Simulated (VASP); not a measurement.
# Ta (Im-3m) in VASP: single point with r2SCAN+U

Aim: the single point of Ta with r2SCAN+U.

All numbers are computed with VASP 6.6.1; they aren't measurements. Logs are shortened: lines on timing, memory, paths and dates and some standing lists are left out, and cuts for length are marked.

## 1. The cell of the first run

The structure is cubic, space group Im-3m (No. 229). The conventional cell has a = 3.200 Å, b = 3.200 Å, c = 3.200 Å, α = 90.00°, β = 90.00°, γ = 90.00°. Within 3.7 Å of Ta (site symmetry m-3m) lie 14 Ta at 2.77 to 3.20 Å.

## 2. Single point, r2SCAN+U, non-collinear spin, zero start, spin-orbit coupling

Contents of POSCAR:

```
Ta
1.0
   -1.6000190000      1.6000190000      1.6000190000
    1.6000190000     -1.6000190000      1.6000190000
    1.6000190000      1.6000190000     -1.6000190000
Ta
1
Direct
    0.0000000000      0.0000000000      0.0000000000
```

Contents of INCAR.step1:

```
PREC = Accurate
ENCUT = 520
ISMEAR = -1
SIGMA = 0.1
LREAL = F
LASPH = T
NELM = 150
MAGMOM = 0 0 0
LSORBIT = T
GGA_COMPAT = F
LMAXMIX = 4
LDAU = T
LDAUTYPE = 2
LDAUL = 2
LDAUU = 7.8
LDAUJ = 0
NBANDS = 22
GGA = PE
ALGO = Normal
EDIFF = 1E-4
LWAVE = T
LCHARG = F
```

Contents of INCAR.step2:

```
PREC = Accurate
ENCUT = 520
EDIFF = 1E-6
ISMEAR = -1
SIGMA = 0.1
LREAL = F
LASPH = T
NELM = 150
ALGO = Normal
ISIF = 2
LWAVE = F
LCHARG = T
MAGMOM = 0 0 0
LORBIT = 11
LSORBIT = T
GGA_COMPAT = F
LORBMOM = T
LMAXMIX = 4
LDAU = T
LDAUTYPE = 2
LDAUL = 2
LDAUU = 7.8
LDAUJ = 0
LDAUPRINT = 1
METAGGA = R2SCAN
LMIXTAU = T
LVHAR = T
NBANDS = 22
ISTART = 1
```

Contents of KPOINTS:

```
regular mesh
0
Gamma
  10 10 10
```

Potentials or basis: VASP PAW PBE potentials, release 64 (Ta_pv).

Launch:

```sh
$ cat potpaw_PBE.64/Ta_pv/POTCAR > POTCAR
$ cp INCAR.step1 INCAR
$ mpirun -np 1 vasp_ncl > vasp.out
$ cp INCAR.step2 INCAR
$ mpirun -np 1 vasp_ncl > vasp.out
```

OUTCAR:

```text
PREC = Accurate
   ENCUT = 520
   EDIFF = 1E-6
   ISMEAR = -1
   LREAL = F
   LASPH = T
   NELM = 150
   ISIF = 2
   LORBIT = 11
   LSORBIT = T
   METAGGA = R2SCAN
   ISTART = 1

 ion  position               nearest neighbor table
   1  0.000  0.000  0.000-

  LATTYP: Found a body centered cubic cell.
 ALAT       =     3.2000380000

  Lattice vectors:

 A1 = (  -1.6000190000,   1.6000190000,   1.6000190000)
 A2 = (   1.6000190000,  -1.6000190000,   1.6000190000)
 A3 = (   1.6000190000,   1.6000190000,  -1.6000190000)

Analysis of symmetry for initial positions (statically):
=====================================================================
 Subroutine PRICEL returns:
 Original cell was already a primitive cell.

 Routine SETGRP: Setting up the symmetry group for a
 body centered cubic supercell.

 Subroutine GETGRP returns: Found 48 space group operations
 (whereof 48 operations were pure point group operations)
 out of a pool of 48 trial point group operations.

The static configuration has the point symmetry O_h .

Analysis of symmetry for dynamics (positions and initial velocities):
=====================================================================
 Subroutine PRICEL returns:
 Original cell was already a primitive cell.

 Routine SETGRP: Setting up the symmetry group for a
 body centered cubic supercell.

 Subroutine GETGRP returns: Found 48 space group operations
 (whereof 48 operations were pure point group operations)
 out of a pool of 48 trial point group operations.

The dynamic configuration has the point symmetry O_h .

Analysis of structural, dynamic, and magnetic symmetry:
=====================================================================
 Subroutine PRICEL returns:
 Original cell was already a primitive cell.

 Routine SETGRP: Setting up the symmetry group for a
 body centered cubic supercell.

 Subroutine GETGRP returns: Found 48 space group operations
 (whereof 48 operations were pure point group operations)
 out of a pool of 48 trial point group operations.

The overall configuration has the point symmetry O_h .

 Subroutine INISYM returns: Found 48 space group operations
 (whereof 48 operations are pure point group operations),
 and found     1 'primitive' translations

----------------------------------------------------------------------------------------

                                     Primitive cell

  volume of cell :      16.3846

  direct lattice vectors                    reciprocal lattice vectors
    -1.600019000  1.600019000  1.600019000     0.000000000  0.312496289  0.312496289
     1.600019000 -1.600019000  1.600019000     0.312496289  0.000000000  0.312496289
     1.600019000  1.600019000 -1.600019000     0.312496289  0.312496289  0.000000000

  length of vectors
     2.771314201  2.771314201  2.771314201     0.441936490  0.441936490  0.441936490

  position of ions in fractional coordinates (direct lattice)
     0.000000000  0.000000000  0.000000000

  ion indices of the primitive-cell ions
   primitive index   ion index
                 1           1

----------------------------------------------------------------------------------------

 KPOINTS: regular mesh

Automatic generation of k-mesh.
 Grid dimensions read from file:
 generate k-points for:   10   10   10
[... 117 lines left out ...]
 -0.0000  0.0000  0.0000 -0.0000  0.1833     -0.0267  0.0000 -0.0000  0.0000 -0.0000
[... 19 lines left out ...]
  0.2605  0.0000 -0.0000  0.0000  0.0000      0.0000 -0.0000 -0.0000 -0.0000 -0.0267
  0.0000  0.2605 -0.0000  0.0000  0.0000      0.0000  0.0000 -0.0000 -0.0193  0.0000
 -0.0000 -0.0000  0.1833  0.0000  0.0000      0.0000  0.0000 -0.0000 -0.0000 -0.0000
  0.0000  0.0000  0.0000  0.2605 -0.0000      0.0000  0.0193  0.0000  0.0000  0.0000
  0.0000  0.0000  0.0000 -0.0000  0.1833      0.0267 -0.0000  0.0000 -0.0000 -0.0000

 occupancies and eigenvectors

  o =  0.1732  v =  0.0170 -0.0226 -0.2897 -0.0130  0.0000 -0.0008  0.1873 -0.0587  0.0630  0.0015      0.0000  0.0126  0.9007 -0.0218 -0.0678 -0.0004  0.0630 -0.1022 -0.2043 -0.0031
  o =  0.1732  v = -0.0015  0.0371  0.0617  0.2200 -0.0000  0.0040  0.0222  0.9215 -0.0134 -0.1564      0.0000 -0.1807  0.0990  0.0331  0.0058  0.0393 -0.0134  0.1612 -0.0208  0.0160
  o =  0.1732  v = -0.2393 -0.0001 -0.0215 -0.0003 -0.0000  0.0029  0.1334 -0.0139  0.0047 -0.0217      0.0000  0.0058  0.0632 -0.0031  0.9531  0.0054  0.0047 -0.0074  0.1059  0.0117
  o =  0.1732  v =  0.0065  0.0621 -0.0179  0.0716  0.0000  0.1102 -0.0057 -0.1523  0.0039 -0.8341      0.0000  0.1378 -0.0111 -0.0481 -0.0260  0.2094  0.0039  0.0322 -0.0009  0.4389
  o =  0.2220  v =  0.0000  0.5582  0.0000 -0.1474  0.0000 -0.5582  0.0000  0.0000  0.0000 -0.0000      0.0000 -0.1474 -0.0000 -0.5582  0.0000  0.1474  0.0000  0.0000  0.0000 -0.0000
  o =  0.2220  v = -0.5774  0.0000  0.0000  0.0000 -0.0000 -0.0000 -0.5774  0.0000  0.0000  0.0000      0.0000  0.0000 -0.0000 -0.0000  0.0000  0.0000  0.0000  0.0000 -0.5774  0.0000
  o =  0.2898  v =  0.1335 -0.1091  0.0354  0.3550 -0.0000 -0.0321 -0.6252 -0.1473  0.0815  0.0123      0.0000 -0.3223  0.2429 -0.0770  0.0503  0.0326  0.0815  0.0405  0.4917  0.0121
  o =  0.2898  v = -0.0774 -0.0427  0.0096  0.4483  0.0000  0.0192  0.3634 -0.2416  0.0220 -0.0809      0.0000 -0.6631 -0.1412 -0.0619 -0.0292 -0.2148  0.0220  0.0227 -0.2860 -0.0072
  o =  0.2898  v =  0.1941 -0.0141  0.0181 -0.5033 -0.0000 -0.0895 -0.1747  0.0613  0.0416 -0.2730      0.0000 -0.2215  0.0338  0.0754  0.0731 -0.7248  0.0416 -0.0133 -0.0194  0.0337
  o =  0.2898  v =  0.7400  0.0189 -0.0101  0.1149 -0.0000  0.0313 -0.2149 -0.0148 -0.0233  0.0609      0.0000  0.0468 -0.0674 -0.0124  0.2787  0.1617 -0.0233 -0.0014 -0.5251 -0.0118

 number of electron      11.0000000 magnetization       0.0000000      0.0000000     -0.0000000

 Free energy of the ion-electron system (eV)
  ---------------------------------------------------
  ext. energy  EPLUGINS =         0.00000000
  ---------------------------------------------------
  free energy    TOTEN  =       -42.04435008 eV

  energy without entropy =      -42.01842933  energy(sigma->0) =      -42.03138971

 E-fermi :   7.0950     XC(G=0): -14.4025

 val. band max:        7.0939288619   @ k =   0.2000   0.0000   0.0000
 cond. band min:       7.2965912115   @ k =   0.5000   0.5000   0.1000
 fundamental gap:      0.2026623496
 Fermi energy:         7.0949986895

 k-point     1 :       0.0000    0.0000    0.0000
  band No.  band energies     occupation
      1     -33.7097      1.00000
      2     -33.7097      1.00000
      3     -25.5307      1.00000
      4     -25.5307      1.00000
      5     -25.5307      1.00000
      6     -25.5307      1.00000
[... 589 lines left out ...]
     21      21.9549      0.00000
     22      21.9549      0.00000

 [... further k-points ...]

------------------------ aborting loop because EDIFF is reached ----------------------------------------

  FORCE on cell =-STRESS in cart. coord.  units (eV):
  Direction    XX          YY          ZZ          XY          YZ          ZX
  --------------------------------------------------------------------------------------
  -------------------------------------------------------------------------------------
  Total        6.3836519      6.3836519      6.3836519     -0.0000000      0.0000000     -0.0000000
  in kB      624.2296172    624.2296172    624.2296172     -0.0000000      0.0000000     -0.0000000
  external PRESSURE =     624.2296172 kB  Pullay stress =       0.0000000 kB

 VOLUME and BASIS-vectors are now :
 -----------------------------------------------------------------------------
  energy-cutoff  :      520.00
  volume of cell :       16.38
      direct lattice vectors                 reciprocal lattice vectors
    -1.600019000  1.600019000  1.600019000     0.000000000  0.312496289  0.312496289
     1.600019000 -1.600019000  1.600019000     0.312496289  0.000000000  0.312496289
     1.600019000  1.600019000 -1.600019000     0.312496289  0.312496289  0.000000000

 POSITION                                       TOTAL-FORCE (eV/Angst)
 -----------------------------------------------------------------------------------
      0.00000      0.00000      0.00000        -0.000000      0.000000     -0.000000
 -----------------------------------------------------------------------------------
    total drift:                                0.000000      0.000000      0.000000

  FREE ENERGIE OF THE ION-ELECTRON SYSTEM (eV)
  ---------------------------------------------------
  free  energy   TOTEN  =       -42.0443500821 eV

  energy  without entropy=      -42.0184293344  energy(sigma->0) =      -42.03138971

 orbital moment (x)

 # of ion     p       d       tot
 ----------------------------------------
  1         0.000   0.000   0.000
 ----------------------------------------
            0.000   0.000   0.000

 orbital moment (y)

 # of ion     p       d       tot
 ----------------------------------------
  1         0.000  -0.000  -0.000
 ----------------------------------------
            0.000  -0.000  -0.000

 orbital moment (z)

 # of ion     p       d       tot
 ----------------------------------------
  1         0.000  -0.000  -0.000
 ----------------------------------------
            0.000  -0.000  -0.000

 Spin-Orbit-Coupling matrix elements

 Ion:    1  E_soc:     -1.3674378
 l=   1
     0.0000000    -0.2021770    -0.2021770
    -0.2021770     0.0000000    -0.2021770
    -0.2021770    -0.2021770     0.0000000
 l=   2
     0.0000000    -0.0068658     0.0000000    -0.0068658    -0.0188635
    -0.0068658     0.0000000    -0.0141476    -0.0068658    -0.0047159
     0.0000000    -0.0141476     0.0000000    -0.0141476     0.0000000
    -0.0068658    -0.0068658    -0.0141476     0.0000000    -0.0047159
    -0.0188635    -0.0047159     0.0000000    -0.0047159     0.0000000
 l=   3
     0.0000000     0.0000000     0.0000000     0.0000000     0.0000000     0.0000000     0.0000000
     0.0000000     0.0000000     0.0000000     0.0000000     0.0000000     0.0000000     0.0000000
     0.0000000     0.0000000     0.0000000     0.0000000     0.0000000     0.0000000     0.0000000
     0.0000000     0.0000000     0.0000000     0.0000000     0.0000000     0.0000000     0.0000000
     0.0000000     0.0000000     0.0000000     0.0000000     0.0000000     0.0000000     0.0000000
     0.0000000     0.0000000     0.0000000     0.0000000     0.0000000     0.0000000     0.0000000
     0.0000000     0.0000000     0.0000000     0.0000000     0.0000000     0.0000000     0.0000000

 total charge

# of ion       s       p       d       tot
------------------------------------------
    1        0.447   6.284   2.252   8.982

 magnetization (x)

# of ion       s       p       d       tot
------------------------------------------
    1        0.000   0.000   0.000   0.000

 magnetization (y)

# of ion       s       p       d       tot
------------------------------------------
    1       -0.000  -0.000   0.000   0.000

 magnetization (z)

# of ion       s       p       d       tot
------------------------------------------
    1        0.000  -0.000   0.000   0.000
```

Run time: 3.2 min. Hardware: 1 thread of Intel Xeon 8259CL, shared host; peak memory 0.23 GiB.

What came out:

* Free energy: -42.0444 eV
* Pressure: 62.4 GPa
* Net moment: 0.00 μB per cell
* Valence electrons inside the program's atomic spheres: Ta 8.98

Moments on the atoms (μB; x, y, z):
```
Ta  0.00 0.00 0.00
```

Caveat: the cell stands under pressure; the PAW data sets were made with another functional, which shifts forces and pressure a little; the U is typed as a test and isn't derived for this compound.
